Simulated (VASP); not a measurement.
TiMoSe4: single point with PBE

TiMoSe4:

```
Ti Mo Se
1.0
     3.14959    0.00000    0.00000
     0.00000    3.14959    0.00000
     0.00000    0.00000   13.15878
Ti Mo Se
1 1 4
Direct
  0.00000 0.00000 0.50000
  0.00000 0.00000 0.00000
  0.50000 0.50000 0.38490
  0.50000 0.50000 0.88429
  0.50000 0.50000 0.11571
  0.50000 0.50000 0.61510
```

The cell was built from a structure type or drawn by symmetry, and may not be a known phase.

| Item | Value |
| --- | --- |
| Program | VASP 6.6.1 |
| Task | single point |
| Functional | PBE |
| Potentials or basis | VASP PAW PBE potentials, release 64 (Ti_sv, Mo_sv, Se) |
| Cutoff | 520 eV |
| k mesh | 4 × 4 × 1 |
| Occupations | gaussian, width 0.15 eV |
| Spin | collinear spin |
| Starting moments | [1.0, 1.0, 0.0, 0.0, 0.0, 0.0] μB |

- Pressure: 0.1 GPa
- Largest force: 0.063 eV/Å
- Band gap on the k mesh: zero (filled and empty bands overlap)
- Net moment: 0.00 μB per cell
- Valence electrons inside the program's atomic spheres: Ti 10.20; Mo 12.29; Se 3.84, 3.79 (each value once)

Forces in eV/Å, atoms in the order of the input:
```
Ti   0.000  0.000  0.000
Mo   0.000  0.000  0.000
Se   0.000  0.000 -0.063
Se   0.000  0.000 -0.023
Se   0.000  0.000  0.023
Se   0.000  0.000  0.063
```

Stress tensor (GPa, compression positive):
```
-0.07  0.00  0.00
 0.00 -0.07  0.00
 0.00  0.00  0.58
```

Levels at points of the mesh, in eV from the Fermi level:
Spin up:
```csv
k point,band 21,band 22,band 23,band 24,band 25,band 26,band 27,band 28,band 29,band 30
"(0.00, 0.00, 0.00)",-1.03,-0.62,-0.54,-0.54,-0.25,-0.06,-0.06,0.48,0.99,1.74
"(0.50, 0.00, 0.00)",-2.14,-1.31,-1.28,-0.44,-0.11,0.82,1.12,1.44,1.77,2.35
"(0.50, 0.50, 0.00)",-4.49,-3.46,-0.70,-0.53,0.45,1.08,1.98,2.19,2.19,2.70
```
Spin down:
```
           k point  band 22  band 23  band 24  band 25  band 26  band 27  band 28  band 29
(0.00, 0.00, 0.00)    -0.62    -0.54    -0.54    -0.25    -0.06    -0.06     0.48     0.99
(0.50, 0.00, 0.00)    -1.31    -1.28    -0.44    -0.11     0.82     1.12     1.44     1.77
(0.50, 0.50, 0.00)    -3.46    -0.70    -0.53     0.45     1.08     1.98     2.19     2.19
```

Wall time 2.9 min on 1 thread of Intel Xeon 8259CL, on a shared host, peak memory 0.28 GiB.

Caveat: the k points lie up to 0.50 Å⁻¹ apart, too coarse for converged energies and pressures of a metal; this functional lacks dispersion, which binds the layers, so the pressure and a relaxed spacing across them are unreliable.
